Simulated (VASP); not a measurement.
Runs of VASP 6.6.1 on CaS. The structure is that of space group Fm-3m (No. 225), or close to it. The cells are those of the table. 

```csv
task,level,potentials or basis,cell,cutoff (eV),k mesh for the DOS,occupations for the DOS,gap on the mesh (eV),pressure (GPa)
single point,PBE,"VASP PAW PBE potentials, release 64 (Ca_sv, S)","a = 4.054 Å, angles 60.0°, 2 atoms",500,-,-,2.47,(c)
electric field gradients,PBE,"VASP PAW PBE potentials, release 64 (Ca_sv, S)","a = 3.952 Å, angles 60.0°, 2 atoms",400,-,-,2.29,4.4
single point,LDA,"VASP PAW LDA potentials, release 64 (Ca_sv, S)","a = 4.021 Å, angles 60.0°, 2 atoms",500,-,-,2.20,-3.6
single point,PBE,"VASP PAW PBE potentials, release 64 (Ca_sv, S)","a = 3.952 Å, angles 60.0°, 2 atoms",500,-,-,2.29,4.4
single point,PBE,"VASP PAW PBE potentials, release 64 (Ca_sv, S)","a = 4.087 Å, angles 60.0°, 2 atoms",500,-,-,2.51,(b)
single point,PBE,"VASP PAW PBE potentials, release 64 (Ca_sv, S)","a = 4.021 Å, angles 60.0°, 2 atoms",500,-,-,(a),1.0
```

Alike in all rows: no spin polarisation; k mesh 7 × 7 × 7; smearing fermi-dirac 0.01 eV.

**Question.** Estimate the missing entries.

**Answer.** (a) 2.41; (b) -1.7; (c) -0.5.

A k mesh can miss the band edges.
